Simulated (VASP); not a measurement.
# C2N (P4/nmm) in VASP: further runs

C2N is run at these levels: PBE; tasks: relaxation of cell and atoms, single point.

Program: VASP 6.6.1. These are calculated values, not measurements. Logs are shortened: lines on timing, memory, paths and dates and some standing lists are left out, and cuts for length are marked.

### 1 The cell of the first run

It takes space group P4/nmm (No. 129, tetragonal). The conventional cell has a = 3.240 Å, b = 3.240 Å, c = 6.495 Å, α = 90.00°, β = 90.00°, γ = 90.00°. Within 3.0 Å of C (site symmetry -4m2) lie 8 C at 2.29 to 2.91 Å and 4 N at 2.39 Å. C (site symmetry 4mm) has 5 N at 2.32 to 2.38 Å and 8 C at 2.83 to 2.91 Å within 3.1 Å. Within 3.1 Å of N (site symmetry 4mm) lie 9 C at 2.32 to 2.39 Å.

The cell was generated, and may not be a known phase.

### 2 Relaxation of cell and atoms, PBE

Input file INCAR:

```
SYSTEM = C2N
  PREC = Accurate
  ENCUT = 600
  EDIFF = 1E-6
  ISMEAR = 0
  SIGMA = 0.1
  LREAL = .False.
  LASPH = .True.
  NELM = 80
  ALGO = Normal
  ISIF = 3
  LWAVE = .False.
  LCHARG = .False.
  GGA = PE
  IBRION = 2
  NSW = 90
  EDIFFG = -0.04
```

Input file KPOINTS:

```
regular mesh
0
Gamma
  6 6 4
  0 0 0
```

Input file POSCAR:

```
C2N
1.0
    3.2398935500      0.0000000000      0.0000000000
    0.0000000000      3.2398935500      0.0000000000
    0.0000000000      0.0000000000      6.4952384900
C N
4 2
Direct
    0.0000000000      0.0000000000      0.0000000000
    0.5000000000      0.5000000000      0.0000000000
    0.0000000000      0.5000000000      0.3719829600
    0.5000000000      0.0000000000      0.6280170400
    0.0000000000      0.5000000000      0.7284373000
    0.5000000000      0.0000000000      0.2715627000
```

Potentials or basis: VASP PAW PBE potentials, release 64 (C, N).

On the command line:

```sh
$ cat potpaw_PBE.64/C/POTCAR potpaw_PBE.64/N/POTCAR > POTCAR
$ mpirun -np 1 vasp_std > vasp.out
```

OUTCAR:

```text
SYSTEM = C2N
   PREC = Accurate
   ENCUT = 600
   EDIFF = 1E-6
   ISMEAR = 0
   LREAL = .False.
   LASPH = .True.
   NELM = 80
   ISIF = 3
   GGA = PE
   IBRION = 2
   NSW = 90
   EDIFFG = -0.04

 ion  position               nearest neighbor table
   1  0.000  0.000  0.000-
   2  0.500  0.500  0.000-
   3  0.000  0.500  0.372-
   4  0.500  0.000  0.628-
   5  0.000  0.500  0.728-
   6  0.500  0.000  0.272-

  LATTYP: Found a simple tetragonal cell.
 ALAT       =     3.2398935500
 C/A-ratio  =     2.0047691042

  Lattice vectors:

 A1 = (   3.2398935500,   0.0000000000,   0.0000000000)
 A2 = (   0.0000000000,   3.2398935500,   0.0000000000)
 A3 = (   0.0000000000,   0.0000000000,   6.4952384900)

Analysis of symmetry for initial positions (statically):
=====================================================================
 Subroutine PRICEL returns:
 Original cell was already a primitive cell.

 Routine SETGRP: Setting up the symmetry group for a
 simple tetragonal supercell.

 Subroutine GETGRP returns: Found 16 space group operations
 (whereof  8 operations were pure point group operations)
 out of a pool of 16 trial point group operations.

The static configuration has the point symmetry D_2d.
 The point group associated with its full space group is D_4h.

Analysis of symmetry for dynamics (positions and initial velocities):
=====================================================================
 Subroutine PRICEL returns:
 Original cell was already a primitive cell.

 Routine SETGRP: Setting up the symmetry group for a
 simple tetragonal supercell.

 Subroutine GETGRP returns: Found 16 space group operations
 (whereof  8 operations were pure point group operations)
 out of a pool of 16 trial point group operations.

The dynamic configuration has the point symmetry D_2d.
 The point group associated with its full space group is D_4h.

 Subroutine INISYM returns: Found 16 space group operations
 (whereof  8 operations are pure point group operations),
 and found     1 'primitive' translations

----------------------------------------------------------------------------------------

                                     Primitive cell

  volume of cell :      68.1799

  direct lattice vectors                    reciprocal lattice vectors
     3.239893550  0.000000000  0.000000000     0.308652116  0.000000000  0.000000000
     0.000000000  3.239893550  0.000000000     0.000000000  0.308652116  0.000000000
     0.000000000  0.000000000  6.495238490     0.000000000  0.000000000  0.153958935

  length of vectors
     3.239893550  3.239893550  6.495238490     0.308652116  0.308652116  0.153958935

  position of ions in fractional coordinates (direct lattice)
     0.000000000  0.000000000  0.000000000
     0.500000000  0.500000000  0.000000000
     0.000000000  0.500000000  0.371982960
     0.500000000  0.000000000  0.628017040
     0.000000000  0.500000000  0.728437300
     0.500000000  0.000000000  0.271562700

  ion indices of the primitive-cell ions
   primitive index   ion index
                 1           1
                 2           2
                 3           3
                 4           4
                 5           5
                 6           6

----------------------------------------------------------------------------------------

 KPOINTS: regular mesh

Automatic generation of k-mesh.
 Grid dimensions read from file:
 generate k-points for:    6    6    4

 Generating k-lattice:

  Cartesian coordinates                     Fractional coordinates (reciprocal lattice)
     0.051442019  0.000000000  0.000000000     0.166666667  0.000000000  0.000000000
     0.000000000  0.051442019  0.000000000     0.000000000  0.166666667  0.000000000
     0.000000000  0.000000000  0.038489734     0.000000000  0.000000000  0.250000000

  Length of vectors
     0.051442019  0.051442019  0.038489734

  Shift w.r.t. Gamma in fractional coordinates (k-lattice)
     0.000000000  0.000000000  0.000000000

 Subroutine IBZKPT returns following result:
 ===========================================

 Found     30 irreducible k-points:

 Following reciprocal coordinates:
            Coordinates               Weight
  0.000000  0.000000  0.000000      1.000000
  0.166667  0.000000  0.000000      4.000000
  0.333333  0.000000  0.000000      4.000000
  0.500000  0.000000  0.000000      2.000000
  0.166667  0.166667  0.000000      4.000000
  0.333333  0.166667  0.000000      8.000000
[... 16 lines left out ...]
  0.333333  0.000000  0.500000      4.000000
  0.500000  0.000000  0.500000      2.000000
 [... further k-points ...]
   k-points           NKPTS =     30   k-points in BZ     NKDIM =     30   number of bands    NBANDS=     17
   number of dos      NEDOS =    301   number of ions     NIONS =      6
   total plane-waves  NPLWV =  42336
   dimension x,y,z NGX =    28 NGY =   28 NGZ =   54
   dimension x,y,z NGXF=    56 NGYF=   56 NGZF=  108
[... 36 lines left out ...]
  Thomas-Fermi vector in A             =   2.323329
   LORBIT       =      0    0 simple, 1 ext, 2 COOP (PROOUT), +10 PAW based schemes
   GGA     = PE    functional components
   LHFCALC =     F    Hartree Fock is set to
   AEXX    =    0.0000 exact exchange contribution
   IVDW    =     0    specifies the selected vdW correction
   LEPSILON=     F    determine dielectric tensor
   LRPA    =     F    only Hartree local field effects (RPA)
 conjugate gradient relaxation of ions
 non-spin polarized calculation
 Gauss-broadening in eV      SIGMA  =   0.10
  energy-cutoff  :      600.00
  volume of cell :       68.18
 maximum number of plane-waves:      2294
 NGX is ok and might be reduce to    28
   NGX = 13   NGY = 13   NGZ = 25

--------------------------------------- Ionic step        1  -------------------------------------------

 number of electron      26.0000002 magnetization

 Free energy of the ion-electron system (eV)
  ---------------------------------------------------
  ext. energy  EPLUGINS =         0.00000000
  ---------------------------------------------------
  free energy    TOTEN  =       -25.44911686 eV

  energy without entropy =      -25.42920225  energy(sigma->0) =      -25.43915955

 E-fermi :   1.9622     XC(G=0): -10.5120

 val. band max:        1.9304822839   @ k =   0.3333   0.0000   0.5000
 cond. band min:       1.9630869023   @ k =   0.3333   0.0000   0.2500
 fundamental gap:      0.0326046183
 Fermi energy:         1.9621887048

 k-point     1 :       0.0000    0.0000    0.0000
  band No.  band energies     occupation
      1     -13.0512      2.00000
      2     -11.4670      2.00000
      3      -9.3467      2.00000
      4      -5.4551      2.00000
      5      -4.8382      2.00000
      6      -2.5155      2.00000
[... 457 lines left out ...]
      4      -8.1315      2.00000
      5      -5.7978      2.00000
      6      -5.7978      2.00000
[... 9 lines left out ...]
     16       3.2232      0.00000
     17       3.4950      0.00000

 [... further k-points ...]
[... 5 lines left out ...]
  --------------------------------------------------------------------------------------
  -------------------------------------------------------------------------------------
  Total      -14.4456111    -14.4456111    -10.9941605      0.0000000      0.0000000      0.0000000
  in kB     -339.4610240   -339.4610240   -258.3545237      0.0000000      0.0000000      0.0000000
  external PRESSURE =    -312.4255239 kB  Pullay stress =       0.0000000 kB
[... 101 lines left out ...]
  FREE ENERGIE OF THE ION-ELECTRON SYSTEM (eV)
  ---------------------------------------------------
  free  energy   TOTEN  =       -30.2382218356 eV

  energy  without entropy=      -30.2289067520  energy(sigma->0) =      -30.23356429

 E-fermi :  11.4159     XC(G=0): -13.8076

 val. band max:       11.3000161094   @ k =   0.5000   0.1667   0.2500
 cond. band min:      11.5178961097   @ k =   0.5000   0.1667   0.0000
 fundamental gap:      0.2178800002
 Fermi energy:        11.4159034068

 k-point     1 :       0.0000    0.0000    0.0000
  band No.  band energies     occupation
      1     -17.1496      2.00000
      2      -9.4237      2.00000
      3      -8.3104      2.00000
      4      -0.2859      2.00000
      5       1.9605      2.00000
      6       1.9605      2.00000
[... 457 lines left out ...]
      4      -4.1750      2.00000
      5      -1.9332      2.00000
      6      -1.9332      2.00000
[... 9 lines left out ...]
     16      14.5244      0.00000
     17      14.6987      0.00000

 [... further k-points ...]

[... ionic steps 4 to 27 ...]

--------------------------------------- Ionic step       28  -------------------------------------------

 number of electron      26.0000003 magnetization

------------------------ aborting loop because EDIFF is reached ----------------------------------------
[... 75 lines left out ...]
--------------------------------------- Ionic step       30  -------------------------------------------

 number of electron      26.0000003 magnetization

 Free energy of the ion-electron system (eV)
  ---------------------------------------------------
  ext. energy  EPLUGINS =         0.00000000
  ---------------------------------------------------
  free energy    TOTEN  =       -38.33092757 eV

  energy without entropy =      -38.31565665  energy(sigma->0) =      -38.32329211

 E-fermi :   6.3877     XC(G=0): -11.4575

 val. band max:        6.3686866674   @ k =   0.5000   0.1667   0.5000
 cond. band min:       6.4962656224   @ k =   0.5000   0.1667   0.0000
 fundamental gap:      0.1275789550
 Fermi energy:         6.3876500916

 k-point     1 :       0.0000    0.0000    0.0000
  band No.  band energies     occupation
      1     -19.5313      2.00000
      2     -12.4081      2.00000
      3     -11.2961      2.00000
      4      -4.0611      2.00000
      5      -1.8556      2.00000
      6      -1.7418      2.00000
[... 457 lines left out ...]
      4      -7.0110      2.00000
      5      -6.3546      2.00000
      6      -6.3546      2.00000
[... 9 lines left out ...]
     16       8.5452      0.00000
     17       9.4002      0.00000

 [... further k-points ...]
[... 5 lines left out ...]
  --------------------------------------------------------------------------------------
  -------------------------------------------------------------------------------------
  Total        0.0317924      0.0317924      0.0314274      0.0000000      0.0000000      0.0000000
  in kB        1.1063243      1.1063243      1.0936215      0.0000000      0.0000000      0.0000000
  external PRESSURE =       1.1020900 kB  Pullay stress =       0.0000000 kB
[... 21 lines left out ...]
  FREE ENERGIE OF THE ION-ELECTRON SYSTEM (eV)
  ---------------------------------------------------
  free  energy   TOTEN  =       -38.3309275665 eV

  energy  without entropy=      -38.3156566502  energy(sigma->0) =      -38.32329211

 reached required accuracy - stopping structural energy minimisation
```

Wall time 5.3 min (1 thread of Intel Xeon 6975P-C (Granite Rapids), shared host); peak memory 0.21 GiB.

What came out:

- Free energy: -38.3309 eV
- Relaxed volume: 7.67 Å³/atom
- Relaxed cell: a = 2.417 Å, b = 2.417 Å, c = 7.880 Å, α = 90.00°, β = 90.00°, γ = 90.00°
- Space group after relaxing (to 0.1 Å): P4/nmm (No. 129)
- Pressure after relaxing: 0.1 GPa
- Largest force after relaxing: 0.038 eV/Å
- Band gap on the k mesh: zero (bands 13 and 14 overlap by 5.57 eV)

Forces in eV/Å, atoms in the order of the input:
```
C    0.000  0.000  0.000
C    0.000  0.000  0.000
C    0.000  0.000  0.011
C    0.000  0.000 -0.011
N    0.000  0.000 -0.038
N    0.000  0.000  0.038
```

Final structure:
```
C N
1.0
     2.41723    0.00000    0.00000
     0.00000    2.41723    0.00000
     0.00000    0.00000    7.87981
C N
4 2
Direct
  0.00000 0.00000 0.00000
  0.50000 0.50000 0.00000
  0.00000 0.50000 0.40668
  0.50000 0.00000 0.59332
  0.00000 0.50000 0.59703
  0.50000 0.00000 0.40297
```

Caveat: the volume moved by over 15 % at a fixed basis, so the end points are rough.

### 3 Single point, PBE, collinear spin, ferromagnetic start

Input file INCAR:

```
SYSTEM = C2N
PREC     = Accurate       ! precision mode
ENCUT    = 520            ! plane-wave cutoff, eV
EDIFF    = 1E-7           ! SCF threshold, eV
ISMEAR   = 0              ! smearing method
SIGMA    = 0.1            ! smearing width, eV
LREAL    = .False.        ! projectors in reciprocal space
LASPH    = .True.         ! aspherical terms in the spheres
NELM     = 150            ! most SCF steps
ALGO     = Normal         ! electronic algorithm
ISIF     = 2              ! what is computed and relaxed
LWAVE    = .False.        ! write WAVECAR
LCHARG   = .True.         ! write CHGCAR
ISPIN    = 2              ! spin polarisation
MAGMOM   = 1 1 1 1 1 1    ! initial moments
LORBIT   = 11             ! projections on sites
GGA      = PE             ! functional
LELF     = .True.         ! ELF
LVHAR    = .True.       
NBANDS   = 26             ! bands
```

KPOINTS is that of step 2.

POSCAR is that of step 2.

Potentials or basis: VASP PAW PBE potentials, release 64 (C, N).

On the command line:

```sh
$ cat potpaw_PBE.64/C/POTCAR potpaw_PBE.64/N/POTCAR > POTCAR
$ mpirun -np 1 vasp_std > vasp.out
```

Wall time 36 s (1 thread of Intel Xeon 6975P-C (Granite Rapids), shared host); peak memory 0.22 GiB.

The run converged. Its results:

```
Free energy                                           : -25.4466 eV
Pressure                                              : -31.1 GPa
Largest force                                         : 1.211 eV/Å
Band gap on the k mesh                                : zero (filled and empty bands overlap)
Net moment                                            : 0.00 μB per cell
Valence electrons inside the program's atomic spheres : C 1.94, 1.92 (each value once); N 3.28
```

Forces on the atoms (eV/Å):
```
C    0.000  0.000  0.000
C    0.000  0.000  0.000
C    0.000  0.000  0.725
C    0.000  0.000 -0.725
N    0.000  0.000 -1.211
N    0.000  0.000  1.211
```

Stress tensor (GPa, compression positive):
```
-33.83   0.00   0.00
  0.00 -33.83   0.00
  0.00   0.00 -25.71
```

Levels at points of the mesh, in eV from the Fermi level:
Spin up:
```csv
k point,band 11,band 12,band 13,band 14,band 15,band 16
"(0.00, 0.00, 0.00)",-1.23,-1.23,-0.67,-0.67,0.41,2.18
"(0.50, 0.00, 0.00)",-0.94,-0.94,0.80,0.80,1.35,1.35
"(0.50, 0.50, 0.00)",-3.75,-3.75,0.12,0.12,1.84,1.84
"(0.00, 0.00, 0.50)",-2.12,-0.39,0.10,0.10,1.30,2.17
"(0.50, 0.00, 0.50)",-0.22,-0.22,0.86,0.86,1.26,1.26
"(0.50, 0.50, 0.50)",-2.23,-2.23,-1.29,-1.29,0.51,0.51
```
Spin down:
| k point | band 11 | band 12 | band 13 | band 14 | band 15 | band 16 |
| --- | --- | --- | --- | --- | --- | --- |
| (0.00, 0.00, 0.00) | -1.23 | -1.23 | -0.67 | -0.67 | 0.41 | 2.18 |
| (0.50, 0.00, 0.00) | -0.94 | -0.94 | 0.80 | 0.80 | 1.35 | 1.35 |
| (0.50, 0.50, 0.00) | -3.75 | -3.75 | 0.12 | 0.12 | 1.84 | 1.84 |
| (0.00, 0.00, 0.50) | -2.12 | -0.39 | 0.10 | 0.10 | 1.30 | 2.17 |
| (0.50, 0.00, 0.50) | -0.22 | -0.22 | 0.86 | 0.86 | 1.26 | 1.26 |
| (0.50, 0.50, 0.50) | -2.23 | -2.23 | -1.29 | -1.29 | 0.51 | 0.51 |

Caveat: the stress differs along the axes, from -34 to -26 GPa; forces of over 1 eV/Å act on the atoms, so gaps and moduli don't describe the material at rest.

### 4 Relaxation of cell and atoms, PBE

This run uses another cell than the first one, of 8.08 Å³/atom.

Input file INCAR:

```
PREC = Accurate
ENCUT = 600
EDIFF = 1E-6
ISMEAR = 0
SIGMA = 0.1
LREAL = False
LASPH = True
NELM = 80
ALGO = Normal
ISIF = 3
LWAVE = False
LCHARG = False
GGA = PE
IBRION = 2
NSW = 100
EDIFFG = -0.01
```

Input file KPOINTS:

```
Automatic mesh
0
Gamma
  16 16 6
```

Input file POSCAR:

```
C2N
1.0
    2.4170909649      0.0000000000      0.0000000000
    0.0000000000      2.4170909649      0.0000000000
    0.0000000000      0.0000000000      8.2950601169
C N
4 2
Direct
    0.0000000000      0.0000000000      0.0000000000
    0.5000000000      0.5000000000      0.0000000000
    0.0000000000      0.5000000000      0.4117674997
    0.5000000000      0.0000000000      0.5882325003
    0.0000000000      0.5000000000      0.5920450580
    0.5000000000      0.0000000000      0.4079549420
```

On the command line:

```sh
$ cat potpaw_PBE.64/C/POTCAR potpaw_PBE.64/N/POTCAR > POTCAR
$ mpirun -np 1 vasp_std > vasp.out
```

Run time: 8.6 min. Hardware: 1 thread of Intel Xeon 6975P-C (Granite Rapids), shared host; peak memory 0.28 GiB.

It converged, with:

```yaml
Free_energy: -38.3946 eV
Relaxed_volume: 7.99 Å³/atom
Relaxed_cell: a = 2.424 Å, b = 2.424 Å, c = 8.156 Å, α = 90.00°, β = 90.00°, γ = 90.00°
Space_group_after_relaxing_to_0.1_Å: P4/nmm (No. 129)
Energy_gained_by_relaxing: 0.5 meV/atom
Ionic_steps: 18
Pressure_after_relaxing: 0.0 GPa
Band_gap_on_the_k_mesh: zero (bands 13 and 14 overlap by 5.49 eV)
```

The path:
```tsv
step	energy change (eV)	largest force (eV/Å)	pressure (GPa)	volume (Å³)
1	0.0000	0.0133	1.42	48.46
2	-0.0003	0.0102	-1.57	48.96
3	-0.0021	0.0123	-0.13	48.72
4	-0.0021	0.0125	-0.17	48.73
5	-0.0021	0.0400	-0.02	48.68
6	-0.0021	0.0254	-0.06	48.70
7	-0.0022	0.0265	-0.04	48.66
8	-0.0023	0.0298	0.05	48.57
9	-0.0023	0.0568	0.22	48.37
10	-0.0023	0.0399	0.16	48.44
11	-0.0024	0.0393	0.14	48.43
12	-0.0024	0.0386	0.10	48.39
13	-0.0026	0.0373	0.05	48.31
14	-0.0028	0.0342	-0.07	48.16
15	-0.0028	0.0405	-0.31	47.85
16	-0.0029	0.0293	-0.22	47.98
17	-0.0029	0.0105	0.02	47.90
18	-0.0029	0.0006	-0.04	47.92
```

Final structure:
```
C N
1.0
     2.42393    0.00000    0.00000
     0.00000    2.42393    0.00000
     0.00000    0.00000    8.15577
C N
4 2
Cartesian
  0.0000 0.0000 0.0000
  1.2120 1.2120 0.0000
  0.0000 1.2120 3.3456
  1.2120 0.0000 4.8102
  0.0000 1.2120 4.8401
  1.2120 0.0000 3.3157
```

Levels at points of the mesh, in eV from the Fermi level:
| k point | band 11 | band 12 | band 13 | band 14 | band 15 | band 16 |
| --- | --- | --- | --- | --- | --- | --- |
| (0.00, 0.00, 0.00) | -2.62 | -2.62 | 0.43 | 1.32 | 1.91 | 4.89 |
| (0.50, 0.00, 0.00) | -0.89 | -0.89 | 1.34 | 1.34 | 1.51 | 1.51 |
| (0.50, 0.50, 0.00) | -6.94 | -6.94 | -4.08 | -4.08 | 1.42 | 1.42 |
| (0.00, 0.00, 0.50) | -2.62 | -2.62 | 0.48 | 0.77 | 1.70 | 4.89 |
| (0.50, 0.00, 0.50) | -0.81 | -0.81 | 1.38 | 1.38 | 1.51 | 1.51 |
| (0.50, 0.50, 0.50) | -6.94 | -6.94 | -4.08 | -4.08 | 1.40 | 1.40 |

### 5 Overview

| task | spin | cell | k mesh | cutoff (eV) | gap on the mesh (eV) | pressure (GPa) | relaxed volume (Å³/atom) | largest force (eV/Å) |
| --- | --- | --- | --- | --- | --- | --- | --- | --- |
| relaxation of cell and atoms | off | relaxed from a = 3.240, b = 3.240, c = 6.495 Å, 6 atoms, atomic positions A | 6 × 6 × 4 | 600 | none | 0.1 | 7.67 | 0.04 |
| single point | collinear, ferromagnetic start | a = 3.240, b = 3.240, c = 6.495 Å, 6 atoms, atomic positions A | 6 × 6 × 4 | 520 | none | -31.1 | - | 1.21 |
| relaxation of cell and atoms | off | relaxed from a = 2.417, b = 2.417, c = 8.295 Å, 6 atoms, atomic positions B | 16 × 16 × 6 | 600 | none | 0.0 | 7.99 | - |

Alike in all rows: level PBE; potentials or basis VASP PAW PBE potentials, release 64 (C, N); smearing gaussian 0.1 eV.

Caveats: the volume moved by over 15 % at a fixed basis, so the end points are rough (at least some runs); the stress differs along the axes, from -34 to -26 GPa (at least some runs); forces of over 1 eV/Å act on the atoms, so gaps and moduli don't describe the material at rest (at least some runs).

Total energies depend on the potentials used, so only differences within one code and one set of settings carry meaning.

The gap in the log of VASP goes by the Fermi energy; the results here count the filled bands.